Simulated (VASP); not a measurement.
# Cu (I4/mmm) in VASP: a series of runs

The runs below take Cu through electric field gradients, with r2SCAN.

Program: VASP 6.6.1. These are calculated values, not measurements. Logs are shortened: lines on timing, memory, paths and dates and some standing lists are left out, and cuts for length are marked.

## (1) The cell of the first run

The structure is tetragonal, space group I4/mmm (No. 139). The conventional cell has a = 2.886 Å, b = 2.886 Å, c = 2.752 Å, α = 90.00°, β = 90.00°, γ = 90.00°. Cu (site symmetry 4/mmm) has 14 Cu at 2.46 to 2.89 Å within 3.2 Å.

## (2) Electric field gradients, r2SCAN

File POSCAR:

```
Cu
1.0
   -1.4427933200      1.4427933200      1.3760814500
    1.4427933200     -1.4427933200      1.3760814500
    1.4427933200      1.4427933200     -1.3760814500
Cu
1
Direct
    0.0000000000      0.0000000000      0.0000000000
```

File INCAR.step1:

```
SYSTEM = Cu
PREC     = Accurate       ! precision mode
ENCUT    = 520            ! plane-wave cutoff, eV
ISMEAR   = -1             ! smearing method
SIGMA    = 0.05           ! smearing width, eV
LREAL    = .False.        ! projectors in reciprocal space
LASPH    = .True.         ! aspherical terms in the spheres
NELM     = 60             ! most SCF steps
NBANDS   = 12             ! bands
GGA      = PE             ! functional
ALGO     = Normal         ! electronic algorithm
EDIFF    = 1E-4           ! SCF threshold, eV
LWAVE    = .True.         ! write WAVECAR
LCHARG   = .False.        ! write CHGCAR
```

File INCAR.step2:

```
SYSTEM = Cu
PREC     = Accurate       ! precision mode
ENCUT    = 520            ! plane-wave cutoff, eV
EDIFF    = 1E-8           ! SCF threshold, eV
ISMEAR   = -1             ! smearing method
SIGMA    = 0.05           ! smearing width, eV
LREAL    = .False.        ! projectors in reciprocal space
LASPH    = .True.         ! aspherical terms in the spheres
NELM     = 60             ! most SCF steps
ALGO     = Normal         ! electronic algorithm
ISIF     = 2              ! what is computed and relaxed
LWAVE    = .False.        ! write WAVECAR
LCHARG   = .False.        ! write CHGCAR
METAGGA  = R2SCAN         ! meta-GGA
LMIXTAU  = .True.       
LEFG     = .True.       
NBANDS   = 12             ! bands
ISTART   = 1
```

File KPOINTS:

```
Automatic mesh
0
Gamma
  18 18 18
  0 0 0
```

Potentials or basis: VASP PAW PBE potentials, release 64 (Cu).

Run with:

```bash
cat potpaw_PBE.64/Cu/POTCAR > POTCAR
cp INCAR.step1 INCAR
mpirun -np 1 vasp_std > vasp.out
cp INCAR.step2 INCAR
mpirun -np 1 vasp_std > vasp.out
```

OUTCAR:

```text
SYSTEM = Cu
   PREC = Accurate
   ENCUT = 520
   EDIFF = 1E-8
   ISMEAR = -1
   LREAL = .False.
   LASPH = .True.
   NELM = 60
   ISIF = 2
   METAGGA = R2SCAN
   ISTART = 1

 ion  position               nearest neighbor table
   1  0.000  0.000  0.000-

  LATTYP: Found a body centered tetragonal cell.
 ALAT       =     2.8855866400
 C/A-ratio  =     0.9537620052

  Lattice vectors:

 A1 = (  -1.4427933200,   1.4427933200,   1.3760814500)
 A2 = (   1.4427933200,  -1.4427933200,   1.3760814500)
 A3 = (   1.4427933200,   1.4427933200,  -1.3760814500)

Analysis of symmetry for initial positions (statically):
=====================================================================
 Subroutine PRICEL returns:
 Original cell was already a primitive cell.

 Routine SETGRP: Setting up the symmetry group for a
 body centered tetragonal supercell.

 Subroutine GETGRP returns: Found 16 space group operations
 (whereof 16 operations were pure point group operations)
 out of a pool of 16 trial point group operations.

The static configuration has the point symmetry D_4h.

Analysis of symmetry for dynamics (positions and initial velocities):
=====================================================================
 Subroutine PRICEL returns:
 Original cell was already a primitive cell.

 Routine SETGRP: Setting up the symmetry group for a
 body centered tetragonal supercell.

 Subroutine GETGRP returns: Found 16 space group operations
 (whereof 16 operations were pure point group operations)
 out of a pool of 16 trial point group operations.

The dynamic configuration has the point symmetry D_4h.

 Subroutine INISYM returns: Found 16 space group operations
 (whereof 16 operations are pure point group operations),
 and found     1 'primitive' translations

----------------------------------------------------------------------------------------

                                     Primitive cell

  volume of cell :      11.4581

  direct lattice vectors                    reciprocal lattice vectors
    -1.442793320  1.442793320  1.376081450     0.000000000  0.346549983  0.363350585
     1.442793320 -1.442793320  1.376081450     0.346549983  0.000000000  0.363350585
     1.442793320  1.442793320 -1.376081450     0.346549983  0.346549983  0.000000000

  length of vectors
     2.461078074  2.461078074  2.461078074     0.502116060  0.502116060  0.490095685

  position of ions in fractional coordinates (direct lattice)
     0.000000000  0.000000000  0.000000000

  ion indices of the primitive-cell ions
   primitive index   ion index
                 1           1

----------------------------------------------------------------------------------------

 KPOINTS: Automatic mesh

Automatic generation of k-mesh.
 Grid dimensions read from file:
 generate k-points for:   18   18   18

 Generating k-lattice:

  Cartesian coordinates                     Fractional coordinates (reciprocal lattice)
     0.000000000  0.019252777  0.020186144     0.055555556 -0.000000000  0.000000000
     0.019252777  0.000000000  0.020186144    -0.000000000  0.055555556  0.000000000
     0.019252777  0.019252777  0.000000000     0.000000000  0.000000000  0.055555556

  Length of vectors
     0.027895337  0.027895337  0.027227538

  Shift w.r.t. Gamma in fractional coordinates (k-lattice)
     0.000000000  0.000000000  0.000000000

 Subroutine IBZKPT returns following result:
 ===========================================

 Found    480 irreducible k-points:

 Following reciprocal coordinates:
            Coordinates               Weight
  0.000000  0.000000  0.000000      1.000000
  0.055556 -0.000000  0.000000      8.000000
  0.111111 -0.000000  0.000000      8.000000
  0.166667  0.000000  0.000000      8.000000
  0.222222 -0.000000  0.000000      8.000000
  0.277778 -0.000000  0.000000      8.000000
[... 16 lines left out ...]
 -0.277778  0.055556 -0.000000     16.000000
 -0.222222  0.055556 -0.000000     16.000000
 [... further k-points ...]
   k-points           NKPTS =    480   k-points in BZ     NKDIM =    480   number of bands    NBANDS=     12
   number of dos      NEDOS =    301   number of ions     NIONS =      1
   total plane-waves  NPLWV =   5832
   dimension x,y,z NGX =    18 NGY =   18 NGZ =   18
   dimension x,y,z NGXF=    36 NGYF=   36 NGZF=   36
   ions per type =               1
   NGX,Y,Z   is equivalent  to a cutoff of  12.16, 12.16, 12.16 a.u.
   NGXF,Y,Z  is equivalent  to a cutoff of  24.32, 24.32, 24.32 a.u.
 SYSTEM =  Cu
   PREC   = accura    normal or accurate (medium, high low for compatibility)
   ISTART =      1    job   : 0-new  1-cont  2-samecut
   ICHARG =      0    charge: 1-file 2-atom 10-const
   ISPIN  =      1    spin polarized calculation?
   LNONCOLLINEAR =      F non collinear calculations
   LSORBIT =      F    spin-orbit coupling
   LASPH  =      T    aspherical Exc in radial PAW
   ENCUT  =  520.0 eV  38.22 Ry    6.18 a.u.   4.58  4.58  4.58*2*pi/ulx,y,z
   NELM   =     60;   NELMIN=  2; NELMDL=  0     # of ELM steps
   EDIFF  = 0.1E-07   stopping-criterion for ELM
   LREAL  =      F    real-space projection
   EDIFFG = 0.1E-06   stopping-criterion for IOM
   NSW    =      0    number of steps for IOM
   IBRION =     -1    ionic relax: 0-MD 1-quasi-New 2-CG
   NFREE  =      0    steps in history (QN), initial steepest desc. (CG)
   ISIF   =      2    stress and relaxation
   ISYM   =      2    0-nonsym 1-usesym 2-fastsym
   POTIM  = 0.5000    time-step for ionic-motion
   TEBEG  =    0.0;   TEEND  =   0.0 temperature during run
   PSTRESS=    0.0 pullay stress
   NELECT =      11.0000    total number of electrons
   NUPDOWN=      -1.0000    fix difference up-down
   EMIN   =  10.00;   EMAX   =-10.00  energy-range for DOS
   EFERMI =   0.00;   METHOD = LEGACY
   ISMEAR =    -1;   SIGMA  =   0.05  broadening in eV -4-tet -1-fermi 0-gaus
   EFERMI_NEDOS =   21; number of points for ismear=-14 and -15
   IALGO  =     38    algorithm
   IMIX   =      4    mixing-type and parameters
     AMIX     =   0.40;   BMIX     =  1.00
     AMIX_MAG =   1.60;   BMIX_MAG =  1.00
  volume/ion in A,a.u.               =      11.46        77.32
  Fermi-wavevector in a.u.,A,eV,Ry     =   1.614984  3.051878 35.486359  2.608174
  Thomas-Fermi vector in A             =   2.709805
   LORBIT       =      0    0 simple, 1 ext, 2 COOP (PROOUT), +10 PAW based schemes
   METAGGA = R2SCAN    functional components
   LHFCALC =     F    Hartree Fock is set to
   AEXX    =    0.0000 exact exchange contribution
   IVDW    =     0    specifies the selected vdW correction
   LEPSILON=     F    determine dielectric tensor
   LRPA    =     F    only Hartree local field effects (RPA)
 non-spin polarized calculation
  energy-cutoff  :      520.00
  volume of cell :       11.46
 maximum number of plane-waves:       325
   NGX =  9   NGY =  9   NGZ =  9

 number of electron      10.9999998 magnetization

 Free energy of the ion-electron system (eV)
  ---------------------------------------------------
  ext. energy  EPLUGINS =         0.00000000
  ---------------------------------------------------
  free energy    TOTEN  =       -10.78881375 eV

  energy without entropy =      -10.78504944  energy(sigma->0) =      -10.78693159

 E-fermi :   7.7759     XC(G=0): -13.9545

 val. band max:        7.7743107160   @ k =   0.2778   0.1111   0.1111
 cond. band min:       7.7759537053   @ k =   0.3333   0.1111   0.0556
 fundamental gap:      0.0016429893
 Fermi energy:         7.7759498805

 k-point     1 :       0.0000    0.0000    0.0000
  band No.  band energies     occupation
      1      -2.1318      2.00000
      2       4.3348      2.00000
      3       4.5287      2.00000
      4       4.5289      2.00000
      5       5.3994      2.00000
      6       5.6028      2.00000
      7      33.6239      0.00000
      8      33.6239      0.00000
      9      34.9401      0.00000
     10      37.9194      0.00000
     11      38.0972      0.00000
     12      38.0973      0.00000
[... 331 lines left out ...]
 k-point    24 :      -0.2222    0.0556   -0.0000
  band No.  band energies     occupation
      1      -0.5481      2.00000
      2       4.1530      2.00000
      3       4.4094      2.00000
      4       5.0554      2.00000
      5       5.3338      2.00000
      6       5.5552      2.00000
      7      25.7371      0.00000
      8      28.3451      0.00000
      9      31.0297      0.00000
     10      32.7258      0.00000
     11      36.0246      0.00000
     12      38.0308      0.00000

 [... further k-points ...]

------------------------ aborting loop because EDIFF is reached ----------------------------------------

  FORCE on cell =-STRESS in cart. coord.  units (eV):
  Direction    XX          YY          ZZ          XY          YZ          ZX
  --------------------------------------------------------------------------------------
  -------------------------------------------------------------------------------------
  Total        0.0749994      0.0749994      0.0593605      0.0000000      0.0000000      0.0000000
  in kB       10.4871159     10.4871159      8.3003396      0.0000000      0.0000000      0.0000000
  external PRESSURE =       9.7581905 kB  Pullay stress =       0.0000000 kB

 VOLUME and BASIS-vectors are now :
 -----------------------------------------------------------------------------
  energy-cutoff  :      520.00
  volume of cell :       11.46
      direct lattice vectors                 reciprocal lattice vectors
    -1.442793320  1.442793320  1.376081450     0.000000000  0.346549983  0.363350585
     1.442793320 -1.442793320  1.376081450     0.346549983  0.000000000  0.363350585
     1.442793320  1.442793320 -1.376081450     0.346549983  0.346549983  0.000000000

 POSITION                                       TOTAL-FORCE (eV/Angst)
 -----------------------------------------------------------------------------------
      0.00000      0.00000      0.00000         0.000000      0.000000     -0.000000
 -----------------------------------------------------------------------------------
    total drift:                                0.000000      0.000000      0.000000

  FREE ENERGIE OF THE ION-ELECTRON SYSTEM (eV)
  ---------------------------------------------------
  free  energy   TOTEN  =       -10.7888137455 eV

  energy  without entropy=      -10.7850494411  energy(sigma->0) =      -10.78693159

 Electric field gradients (V/A^2)
---------------------------------------------------------------------
 ion       V_xx      V_yy      V_zz      V_xy      V_xz      V_yz
---------------------------------------------------------------------
   1       0.049     0.049    -0.098    -0.000    -0.000    -0.000
---------------------------------------------------------------------

 Electric field gradients after diagonalization (V/A^2)
 (convention: |V_zz| > |V_xx| > |V_yy|)
----------------------------------------------------------------------
 ion       V_xx      V_yy      V_zz     asymmetry (V_yy - V_xx)/ V_zz
----------------------------------------------------------------------
   1       0.049     0.049    -0.098       0.001
----------------------------------------------------------------------

           NMR quadrupolar parameters

 Cq : quadrupolar parameter    Cq=e*Q*V_zz/h
 eta: asymmetry parameters     (V_yy - V_xx)/ V_zz
 Q  : nuclear electric quadrupole moment in mb (millibarn)
----------------------------------------------------------------------
 ion       Cq(MHz)       eta       Q (mb)
----------------------------------------------------------------------
   1      -0.000       0.001       1.000
----------------------------------------------------------------------
```

Run time: 2.5 min. Hardware: 1 thread of Intel Xeon Platinum 8488C (Sapphire Rapids), shared host; peak memory 0.18 GiB.

Results:

* Free energy: -10.7888 eV
* Pressure: 1.0 GPa

Stress tensor (GPa, compression positive):
```
1.05 0.00 0.00
0.00 1.05 0.00
0.00 0.00 0.83
```

Levels at points of the mesh, in eV from the Fermi level:
```
           k point  band 3  band 4  band 5  band 6  band 7  band 8  band 9  band 10
(0.00, 0.00, 0.00)   -3.25   -3.25   -2.38   -2.17   25.85   25.85   27.16    30.14
(0.50, 0.00, 0.00)   -2.29   -2.06   -1.47   -0.55    4.95   18.12   18.40    22.13
(0.50, 0.50, 0.00)   -2.44   -2.21   -1.50   -0.94    4.40   19.40   19.88    23.37
(0.50, 0.50, 0.50)   -1.67   -1.67   -1.61    8.17    8.17   10.11   13.71    14.43
```

Caveat: without QUAD_EFG the Cq values of the log hold for a quadrupole moment of 1 mb, not for the nuclei; the PAW data sets were made with another functional, which shifts forces and pressure a little.

(Part 1 of 2 ends here.)
